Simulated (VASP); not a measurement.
Wanted: the native input for a VASP 6.6.1 run.

| Property | Result |
| --- | --- |
| Task | relaxation of cell and atoms |
| Functional | PBEsol |
| Potentials or basis | VASP PAW PBE potentials, release 64 (Re) |
| Cutoff | 600 eV |
| k mesh | 9 × 9 × 12 |
| Occupations | fermi-dirac, width 0.1 eV |
| Spin | no spin polarisation |
| Target pressure | 70 GPa |
| Dipole correction | no |
| Further INCAR settings | ALGO = Normal; EDIFF = 1e-06; IBRION = 2; EDIFFG = -0.005; NSW = 32; ISIF = 3 |

The structure of Re lies in POSCAR:

```
Re
1.0
    4.1576734972      0.0000000000      0.0000000000
   -2.0788367486      3.6006508692      0.0000000000
    0.0000000000      0.0000000000      2.5782680631
Re
3
Direct
    0.0000000000      0.0000000000      0.0000000000
    0.3333333333      0.6666666667      0.5000000000
    0.6666666667      0.3333333333      0.5000000000
```

This isn't the form of Re at room conditions, which is hcp.

One way to write it, as run:

INCAR

```
SYSTEM = Re
PREC = Accurate
ENCUT = 600
EDIFF = 1E-6
ISMEAR = -1
SIGMA = 0.1
LREAL = .False.
LASPH = .True.
NELM = 100
ALGO = Normal
ISIF = 3
LWAVE = .False.
LCHARG = .False.
GGA = PS
IBRION = 2
NSW = 32
EDIFFG = -0.005
PSTRESS = 700.0
```

KPOINTS

```
Automatic mesh
0
Gamma
  9 9 12
  0 0 0
```

Potentials or basis: VASP PAW PBE potentials, release 64 (Re).

The run is started by

```bash
$ cat potpaw_PBE.64/Re/POTCAR > POTCAR
$ mpirun -np 1 vasp_std > vasp.out
```

It gave:

```json
{"Relaxed volume": "12.90 Å³/atom", "Relaxed cell": "a = 4.159 Å, b = 4.159 Å, c = 2.583 Å, α = 90.00°, β = 90.00°, γ = 120.00°", "Space group after relaxing (to 0.1 Å)": "P6/mmm (No. 191)", "Energy change on relaxing (the run minimises the enthalpy)": "-14.1 meV/atom", "Ionic steps": "5", "Pressure after relaxing": "70.0 GPa", "Band gap on the k mesh": "zero (an odd number of electrons rules out a gap without spin polarisation)"}
```

Caveat: the cell is relaxed towards a set pressure, so the run minimises the enthalpy, not the energy; the PAW data sets were made with another functional, which shifts forces and pressure a little; spin-orbit coupling is left out, which moves the levels of the heavy elements.

Run time: 84 s on 1 thread of Intel(R) Xeon(R) 6975P-C (Granite Rapids), with other jobs on the host, peak memory 0.22 GiB.
